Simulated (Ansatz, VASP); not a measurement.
One calculation of Pt, two programs

The input INCAR:

```
PREC = Accurate ; ENCUT = 520
EDIFF = 1E-7 ; ISMEAR = 0
SIGMA = 0.1 ; LREAL = F
LASPH = T ; NELM = 80
ALGO = Fast ; ISIF = 2
LWAVE = F ; LCHARG = T
LDIPOL = T ; IDIPOL = 3
DIPOL = 0.5 0.5 0.500 ; GGA = PE
LELF = T ; LVHAR = T
LVACPOTAV = T ; NBANDS = 33
```

The input KPOINTS:

```
Automatic mesh
0
Gamma
  12 12 1
```

File POSCAR:

```
Pt
1.0
    2.8073770645      0.0000000000      0.0000000000
   -1.4036885323      2.4312598559      0.0000000000
    0.0000000000      0.0000000000     24.1688550982
Pt
5
Direct
    0.6666666667      0.3333333333      0.3103167266
    0.3333333333      0.6666666667      0.4051583633
    0.0000000000      0.0000000000      0.5000000000
    0.6666666667      0.3333333333      0.5948416367
    0.3333333333      0.6666666667      0.6896832734
```

Input for Ansatz:

```yaml
crystal:
  lattice:
    - [2.8073770645, 0.0, 0.0]
    - [-1.4036885323, 2.4312598559, 0.0]
    - [0.0, 0.0, 24.1688550982]
  atoms:
    - { symbol: Pt, position: [0.6666666667, 0.3333333333, 0.3103167266] }
    - { symbol: Pt, position: [0.3333333333, 0.6666666667, 0.4051583633] }
    - { symbol: Pt, position: [0.0, 0.0, 0.5] }
    - { symbol: Pt, position: [0.6666666667, 0.3333333333, 0.5948416367] }
    - { symbol: Pt, position: [0.3333333333, 0.6666666667, 0.6896832734] }
basis:
  ecutwfc: 420
kpoints:
  mp_grid: { grid: [12, 12, 1] }
hamiltonian:
  xc: pbe
scf:
  occupations: { method: gaussian, width: 0.1 }
output:
  forces: true
  stress: true
  eigenvalues: true
  write_density: true
  write_potential: true
  elf: true
  volumetric_format: npy
efield:
  axis: 3
  dipole_correction: true
  ramp_width: 0.04
```

Alike in both runs: task single point; functional PBE; k mesh 12 × 12 × 1; occupations gaussian, width 0.1 eV; no spin polarisation.

|  | VASP | Ansatz |
| --- | --- | --- |
| version | VASP 6.6.1 | Ansatz 0.2.0 |
| potentials or method | VASP PAW PBE potentials, release 64 (Pt), cutoff 520 eV | scalar-relativistic, plane waves, PAW |
| valence electrons in the cell | 50 | 90 |

VASP gave:

```
gap on the k mesh at the Fermi level (eV)  : none
rms of the force components (eV/Å)         : 0.099
work function, face that differs most (eV) : 5.69
```

Task: Which values does Ansatz return?

Result: gap on the k mesh at the Fermi level (eV): none; rms of the force components (eV/Å): 0.103; work function, face that differs most (eV): 5.69.

Atom by atom the forces differ by 0.008 eV/Å (rms over components). A gap of «none» marks a metal or a gap that the smearing closes. With one functional, cell and mesh, what is left measures potentials, basis and numerics. VASP's potentials hold 50 valence electrons a cell and Ansatz's 90, so a difference there can come from the potentials and not from the codes. Ansatz's warnings: xc potential rough in thin density.

Spin-orbit coupling is off throughout.
